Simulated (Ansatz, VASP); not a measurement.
## Two plane-wave programs on B

```xyz
1
Lattice="1.6776 0.0000 0.0000 -0.8388 1.4528 0.0000 0.0000 0.0000 3.4733" Properties=species:S:1:pos:R:3 pbc="T T T"
B     0.0000    0.0000    0.0000
```

Alike in both runs: task single point; functional PBE; k mesh 24 × 24 × 10; occupations gaussian, width 0.1 eV; no spin polarisation.

|  | VASP | Ansatz |
| --- | --- | --- |
| version | VASP 6.6.1 | Ansatz 0.2.0 |
| potentials or method | VASP PAW PBE potentials, release 64 (B), cutoff 520 eV | scalar-relativistic, plane waves, PAW |
| valence electrons in the cell | 3 | 3 |

VASP gave:

- gap on the k mesh at the Fermi level (eV): none
- pressure (GPa): 13.4
- traceless stress, the component that is largest in VASP (GPa): -10.93

Question: Which values does Ansatz return?

Answer: gap on the k mesh at the Fermi level (eV): none; pressure (GPa): 13.4; traceless stress, the component that is largest in VASP (GPa): -10.85.

A gap of «none» marks a metal or a gap that the smearing closes. With one functional, cell and mesh, what is left measures potentials, basis and numerics.
